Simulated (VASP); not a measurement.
# Zr (Immm) in VASP: single point with PBEsol

Aim: the single point of Zr with PBEsol.

Everything below comes from runs of VASP 6.6.1. Logs are shortened: lines on timing, memory, paths and dates and some standing lists are left out, and cuts for length are marked.

### Step 1. The cell of the first run

It takes space group Immm (No. 71, orthorhombic). The conventional cell has a = 3.030 Å, b = 3.349 Å, c = 4.510 Å, α = 90.00°, β = 90.00°, γ = 90.00°. Within 4.0 Å of Zr (site symmetry mmm) lie 12 Zr at 3.03 to 3.35 Å.

### Step 2. Single point, PBEsol (strain -0.1000 x Voigt [0, 0, 0, 0, 0, 1])

INCAR reads:

```
ALGO = Fast
EDIFF = 1E-7
ENCUT = 520
GGA = PS
ISIF = 2
ISMEAR = 0
LASPH = True
LCHARG = False
LREAL = False
LWAVE = False
NBANDS = 12
NELM = 60
PREC = Accurate
SIGMA = 0.15
```

KPOINTS reads:

```
k-points
0
Gamma
  18 18 18
```

POSCAR reads:

```
Zr
1.0
   -0.1127500000      2.2550000000      2.2550000000
    2.2550000000     -0.1127500000      2.2550000000
    2.1422500000      2.1422500000      0.0000000000
Zr
1
Direct
    0.0000000000      0.0000000000      0.0000000000
```

Potentials or basis: VASP PAW PBE potentials, release 64 (Zr_sv).

The run is started by

```
$ cat potpaw_PBE.64/Zr_sv/POTCAR > POTCAR
$ mpirun -np 1 vasp_std > vasp.out
```

OUTCAR:

```text
EDIFF = 1E-7
   ENCUT = 520
   GGA = PS
   ISIF = 2
   ISMEAR = 0
   LASPH = True
   LREAL = False
   NELM = 60
   PREC = Accurate

 ion  position               nearest neighbor table
   1  0.000  0.000  0.000-

  LATTYP: Found a body centered orthorhombic cell.
 ALAT       =     3.0295990040
 B/A-ratio  =     1.1052631579
 C/A-ratio  =     1.4886458551

  Lattice vectors:

 A1 = (   0.1127500000,  -2.2550000000,  -2.2550000000)
 A2 = (  -0.1127500000,   2.2550000000,  -2.2550000000)
 A3 = (   2.2550000000,  -0.1127500000,   2.2550000000)

Analysis of symmetry for initial positions (statically):
=====================================================================
 Subroutine PRICEL returns:
 Original cell was already a primitive cell.

 Routine SETGRP: Setting up the symmetry group for a
 body centered orthorhombic supercell.

 Subroutine GETGRP returns: Found  8 space group operations
 (whereof  8 operations were pure point group operations)
 out of a pool of  8 trial point group operations.

The static configuration has the point symmetry D_2h.

Analysis of symmetry for dynamics (positions and initial velocities):
=====================================================================
 Subroutine PRICEL returns:
 Original cell was already a primitive cell.

 Routine SETGRP: Setting up the symmetry group for a
 body centered orthorhombic supercell.

 Subroutine GETGRP returns: Found  8 space group operations
 (whereof  8 operations were pure point group operations)
 out of a pool of  8 trial point group operations.

The dynamic configuration has the point symmetry D_2h.

 Subroutine INISYM returns: Found  8 space group operations
 (whereof  8 operations are pure point group operations),
 and found     1 'primitive' translations

----------------------------------------------------------------------------------------

                                     Primitive cell

  volume of cell :      22.8761

  direct lattice vectors                    reciprocal lattice vectors
    -0.112750000  2.255000000  2.255000000    -0.211170943  0.211170943  0.221729490
     2.255000000 -0.112750000  2.255000000     0.211170943 -0.211170943  0.221729490
     2.142250000  2.142250000  0.000000000     0.233399463  0.233399463 -0.221729490

  length of vectors
     3.191044118  3.191044118  3.029599004     0.371954703  0.371954703  0.397636248

  position of ions in fractional coordinates (direct lattice)
     0.000000000  0.000000000  0.000000000

  ion indices of the primitive-cell ions
   primitive index   ion index
                 1           1

----------------------------------------------------------------------------------------

 KPOINTS: k-points

Automatic generation of k-mesh.
 Grid dimensions read from file:
 generate k-points for:   18   18   18

 Generating k-lattice:

  Cartesian coordinates                     Fractional coordinates (reciprocal lattice)
    -0.011731719  0.011731719  0.012318305     0.055555556  0.000000000  0.000000000
     0.011731719 -0.011731719  0.012318305     0.000000000  0.055555556  0.000000000
     0.012966637  0.012966637 -0.012318305     0.000000000  0.000000000  0.055555556

  Length of vectors
     0.020664150  0.020664150  0.022090903

  Shift w.r.t. Gamma in fractional coordinates (k-lattice)
     0.000000000  0.000000000  0.000000000

 Subroutine IBZKPT returns following result:
 ===========================================

 Found    865 irreducible k-points:

 Following reciprocal coordinates:
            Coordinates               Weight
  0.000000  0.000000  0.000000      1.000000
  0.055556  0.000000  0.000000      4.000000
  0.111111  0.000000  0.000000      4.000000
  0.166667  0.000000  0.000000      4.000000
  0.222222  0.000000  0.000000      4.000000
  0.277778  0.000000  0.000000      4.000000
[... 16 lines left out ...]
 -0.277778  0.055556  0.000000      4.000000
 -0.222222  0.055556  0.000000      4.000000
 [... further k-points ...]
   k-points           NKPTS =    865   k-points in BZ     NKDIM =    865   number of bands    NBANDS=     12
   number of dos      NEDOS =    301   number of ions     NIONS =      1
   total plane-waves  NPLWV =  13824
   dimension x,y,z NGX =    24 NGY =   24 NGZ =   24
   dimension x,y,z NGXF=    48 NGYF=   48 NGZF=   48
   ions per type =               1
   NGX,Y,Z   is equivalent  to a cutoff of  12.50, 12.50, 13.17 a.u.
   NGXF,Y,Z  is equivalent  to a cutoff of  25.01, 25.01, 26.34 a.u.
 SYSTEM =  unknown system
   PREC   = accura    normal or accurate (medium, high low for compatibility)
   ISTART =      0    job   : 0-new  1-cont  2-samecut
   ICHARG =      2    charge: 1-file 2-atom 10-const
   ISPIN  =      1    spin polarized calculation?
   LNONCOLLINEAR =      F non collinear calculations
   LSORBIT =      F    spin-orbit coupling
   LASPH  =      T    aspherical Exc in radial PAW
   ENCUT  =  520.0 eV  38.22 Ry    6.18 a.u.   5.93  5.93  5.63*2*pi/ulx,y,z
   NELM   =     60;   NELMIN=  2; NELMDL= -5     # of ELM steps
   EDIFF  = 0.1E-06   stopping-criterion for ELM
   LREAL  =      F    real-space projection
   EDIFFG = 0.1E-05   stopping-criterion for IOM
   NSW    =      0    number of steps for IOM
   IBRION =     -1    ionic relax: 0-MD 1-quasi-New 2-CG
   NFREE  =      0    steps in history (QN), initial steepest desc. (CG)
   ISIF   =      2    stress and relaxation
   ISYM   =      2    0-nonsym 1-usesym 2-fastsym
   POTIM  = 0.5000    time-step for ionic-motion
   TEBEG  =    0.0;   TEEND  =   0.0 temperature during run
   PSTRESS=    0.0 pullay stress
   NELECT =      12.0000    total number of electrons
   NUPDOWN=      -1.0000    fix difference up-down
   EMIN   =  10.00;   EMAX   =-10.00  energy-range for DOS
   EFERMI =   0.00;   METHOD = LEGACY
   ISMEAR =     0;   SIGMA  =   0.15  broadening in eV -4-tet -1-fermi 0-gaus
   EFERMI_NEDOS =   21; number of points for ismear=-14 and -15
   IALGO  =     68    algorithm
   IMIX   =      4    mixing-type and parameters
     AMIX     =   0.40;   BMIX     =  1.00
     AMIX_MAG =   1.60;   BMIX_MAG =  1.00
  volume/ion in A,a.u.               =      22.88       154.38
  Fermi-wavevector in a.u.,A,eV,Ry     =   1.320305  2.495015 23.717762  1.743206
  Thomas-Fermi vector in A             =   2.450141
   LORBIT       =      0    0 simple, 1 ext, 2 COOP (PROOUT), +10 PAW based schemes
   GGA     = PS    functional components
   LHFCALC =     F    Hartree Fock is set to
   AEXX    =    0.0000 exact exchange contribution
   IVDW    =     0    specifies the selected vdW correction
   LEPSILON=     F    determine dielectric tensor
   LRPA    =     F    only Hartree local field effects (RPA)
 non-spin polarized calculation
 RMM-DIIS sequential band-by-band and
 Gauss-broadening in eV      SIGMA  =   0.15
  energy-cutoff  :      520.00
  volume of cell :       22.88
 maximum number of plane-waves:       635
   NGX = 11   NGY = 11   NGZ = 11

 number of electron      12.0000000 magnetization

 Free energy of the ion-electron system (eV)
  ---------------------------------------------------
  ext. energy  EPLUGINS =         0.00000000
  ---------------------------------------------------
  free energy    TOTEN  =        -9.02010741 eV

  energy without entropy =       -9.00321813  energy(sigma->0) =       -9.01166277

 E-fermi :   8.9411     XC(G=0): -11.2773

 val. band max:        8.9367432917   @ k =   0.4444   0.0556   0.1111
 cond. band min:       8.9412347851   @ k =  -0.3889   0.2778   0.2222
 fundamental gap:      0.0044914934
 Fermi energy:         8.9411062564

 k-point     1 :       0.0000    0.0000    0.0000
  band No.  band energies     occupation
      1     -39.6234      2.00000
      2     -17.2025      2.00000
      3     -17.1397      2.00000
      4     -17.0258      2.00000
      5       3.3668      2.00000
      6       9.2675      0.00209
      7       9.7211      0.00000
      8      10.6802      0.00000
      9      12.5013      0.00000
     10      12.5153      0.00000
     11      19.4788      0.00000
     12      22.7569      0.00000

 k-point     2 :       0.0556    0.0000    0.0000
  band No.  band energies     occupation
      1     -39.6196      2.00000
      2     -17.2234      2.00000
      3     -17.1512      2.00000
      4     -17.0296      2.00000
      5       3.4618      2.00000
      6       9.2458      0.00406
      7       9.7011      0.00000
      8      10.7219      0.00000
      9      12.4739      0.00000
     10      12.4779      0.00000
     11      19.6716      0.00000
     12      22.5712      0.00000

 k-point     3 :       0.1111    0.0000    0.0000
  band No.  band energies     occupation
      1     -39.6086      2.00000
      2     -17.3001      2.00000
      3     -17.1669      2.00000
      4     -17.0406      2.00000
      5       3.7365      2.00000
      6       9.1430      0.05697
      7       9.6923      0.00000
      8      10.8269      0.00000
      9      12.3814      0.00000
     10      12.4360      0.00000
     11      20.2032      0.00000
     12      21.9505      0.00000
[... 286 lines left out ...]
 k-point    23 :      -0.2778    0.0556    0.0000
  band No.  band energies     occupation
      1     -39.5412      2.00000
      2     -17.7768      2.00000
      3     -17.2437      2.00000
      4     -17.0999      2.00000
      5       5.3910      2.00000
      6       8.7317      1.95169
      7       9.5321      0.00000
      8      10.8836      0.00000
      9      12.8733      0.00000
     10      13.1011      0.00000
     11      19.5623      0.00000
     12      21.8828      0.00000

 k-point    24 :      -0.2222    0.0556    0.0000
  band No.  band energies     occupation
      1     -39.5631      2.00000
      2     -17.6193      2.00000
      3     -17.2307      2.00000
      4     -17.0778      2.00000
      5       4.9032      2.00000
      6       8.7083      1.97183
      7       9.6332      0.00000
      8      11.0025      0.00000
      9      12.4492      0.00000
     10      12.8426      0.00000
     11      20.2147      0.00000
     12      21.9456      0.00000

 [... further k-points ...]

------------------------ aborting loop because EDIFF is reached ----------------------------------------

  FORCE on cell =-STRESS in cart. coord.  units (eV):
  Direction    XX          YY          ZZ          XY          YZ          ZX
  --------------------------------------------------------------------------------------
  -------------------------------------------------------------------------------------
  Total       -0.2846461     -0.2846461     -0.4491526      0.6005474      0.0000000      0.0000000
  in kB      -19.9357793    -19.9357793    -31.4573360     42.0605859      0.0000000      0.0000000
  external PRESSURE =     -23.7762982 kB  Pullay stress =       0.0000000 kB

 VOLUME and BASIS-vectors are now :
 -----------------------------------------------------------------------------
  energy-cutoff  :      520.00
  volume of cell :       22.88
      direct lattice vectors                 reciprocal lattice vectors
    -0.112750000  2.255000000  2.255000000    -0.211170943  0.211170943  0.221729490
     2.255000000 -0.112750000  2.255000000     0.211170943 -0.211170943  0.221729490
     2.142250000  2.142250000  0.000000000     0.233399463  0.233399463 -0.221729490

 POSITION                                       TOTAL-FORCE (eV/Angst)
 -----------------------------------------------------------------------------------
      0.00000      0.00000      0.00000         0.000000      0.000000      0.000000
 -----------------------------------------------------------------------------------
    total drift:                               -0.000000      0.000000      0.000000

  FREE ENERGIE OF THE ION-ELECTRON SYSTEM (eV)
  ---------------------------------------------------
  free  energy   TOTEN  =        -9.0201074095 eV

  energy  without entropy=       -9.0032181325  energy(sigma->0) =       -9.01166277
```

Run time: 3.1 min. Hardware: 1 thread of Intel Xeon 6975P-C, shared host; peak memory 0.34 GiB.

What came out:

| Quantity | Value |
| --- | --- |
| Free energy | -9.0201 eV |
| Pressure | -2.4 GPa |
| Band gap on the k mesh | zero (band 6 reaches 9.58 eV, above the bottom of band 7 at 8.40 eV) |

Stress tensor (GPa, compression positive):
```
-1.99  4.21  0.00
 4.21 -1.99  0.00
 0.00  0.00 -3.15
```

Caveat: the cell differs from its parent crystal (strain -0.1000 x Voigt [0, 0, 0, 0, 0, 1]); the PAW data sets were made with another functional, which shifts forces and pressure a little.
